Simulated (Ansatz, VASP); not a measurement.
**One calculation of MnCl3, two programs**

The input INCAR:

```
  ALGO = Normal
  EDIFF = 1E-7
  EDIFFG = -0.04
  ENCUT = 600
  GGA = PE
  IBRION = 2
  ISIF = 3
  ISMEAR = 0
  ISPIN = 2
  LASPH = T
  LCHARG = F
  LMAXMIX = 4
  LORBIT = 11
  LREAL = F
  LWAVE = F
  MAGMOM = 4 0 0 0
  NELM = 150
  NSW = 90
  PREC = Accurate
  SIGMA = 0.1
```

Contents of KPOINTS:

```
k-points
0
Gamma
  4 4 4
```

POSCAR

```
MnCl3
1.0
    0.0000000000      4.0426333600      4.0426333600
    4.0426333600      0.0000000000      4.0426333600
    4.0426333600      4.0426333600      0.0000000000
Mn Cl
1 3
Direct
    0.0000000000      0.0000000000      0.0000000000
    0.2500000000      0.2500000000      0.2500000000
    0.7500000000      0.7500000000      0.7500000000
    0.5000000000      0.5000000000      0.5000000000
```

Input for Ansatz:

```yaml
crystal:
  lattice:
    - [0.0, 4.04263336, 4.04263336]
    - [4.04263336, 0.0, 4.04263336]
    - [4.04263336, 4.04263336, 0.0]
  atoms:
    - { symbol: Mn, position: [0.0, 0.0, 0.0], spin: 4.0 }
    - { symbol: Cl, position: [0.25, 0.25, 0.25] }
    - { symbol: Cl, position: [0.75, 0.75, 0.75] }
    - { symbol: Cl, position: [0.5, 0.5, 0.5] }
basis:
  ecutwfc: 420
kpoints:
  mp_grid: { grid: [4, 4, 4] }
hamiltonian:
  xc: pbe
scf:
  occupations: { method: gaussian, width: 0.1 }
  lower_state_search: "off"
output:
  forces: true
  stress: true
  eigenvalues: true
  populations: true
magnetization:
  spin_polarized: true
relax:
  adjacent_minimum: "off"
  f_tol: 0.04
  max_steps: 70
  cell: { stress_tol: 0.4 }
```

Change from the starting cell: species swapped into the Na3In type (Fm-3m, No. 225).

Alike in both runs: task relaxation of cell and atoms; functional PBE; k mesh 4 × 4 × 4; occupations gaussian, width 0.1 eV; collinear spin.

|  | VASP | Ansatz |
| --- | --- | --- |
| version | VASP 6.6.1 | Ansatz 0.2.0 |
| potentials or method | VASP PAW PBE potentials, release 64 (Mn_pv, Cl), cutoff 600 eV | scalar-relativistic, plane waves, PAW |
| valence electrons in the cell | 34 | 36 |

Ansatz gave:

| Item | Value |
| --- | --- |
| gap on the k mesh at the Fermi level, each at its own relaxed structure (eV) | none |
| net moment per atom (μB) | 1.00 |
| size of the moment on the site where the two differ most (μB) | 4.58 |
| relaxed volume (Å³/atom) | 19.81 |
| relaxed cell length with the largest relative difference (Å) | 4.821 |

Task: Which values does VASP return?

Result: gap on the k mesh at the Fermi level, each at its own relaxed structure (eV): none; net moment per atom (μB): 1.00; size of the moment on the site where the two differ most (μB): 4.48; relaxed volume (Å³/atom): 19.82; relaxed cell length with the largest relative difference (Å): 4.822.

Site moments also hang on the region over which each program counts them. A gap of «none» marks a metal or a gap that the smearing closes. VASP's potentials hold 34 valence electrons a cell and Ansatz's 36, so a difference there can come from the potentials and not from the codes.

Noted on VASP's run: the volume moved by over 15 % at a fixed basis, so the end points are rough.
